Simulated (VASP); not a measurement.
A run of VASP 6.6.1 is set up as follows.

The input INCAR:

```
PREC = Accurate ; ENCUT = 520
EDIFF = 1E-6 ; ISMEAR = 0
SIGMA = 0.15 ; LREAL = False
LASPH = True ; NELM = 100
ALGO = Fast ; ISIF = 2
LWAVE = False ; LCHARG = False
GGA = PS ; NBANDS = 11
```

Contents of KPOINTS:

```
Automatic mesh
0
Gamma
  22 22 22
```

POSCAR

```
Pd
1.0
   -1.6508950500      1.6508950500      1.5722810000
    1.6508950500     -1.6508950500      1.5722810000
    1.6508950500      1.6508950500     -1.5722810000
Pd
1
Direct
    0.0000000000      0.0000000000      0.0000000000
```

Potentials or basis: VASP PAW PBE potentials, release 64 (Pd).

Command:

```console
$ cat potpaw_PBE.64/Pd/POTCAR > POTCAR
$ mpirun -np 1 vasp_std > vasp.out
```

Problem. What does it give for the pressure?

Solution. -20.3 GPa.

Problem. Predict the band gap on the k mesh.

Solution. Zero (band 5 reaches 7.75 eV, above the bottom of band 6 at 6.49 eV).

Stress tensor (GPa, compression positive):
```
-20.04   0.00   0.00
  0.00 -20.04   0.00
  0.00   0.00 -20.97
```

Caveat: the cell differs from its parent crystal (strain +0.050 along x and y, +0.000 along z); the PAW data sets were made with another functional, which shifts forces and pressure a little.
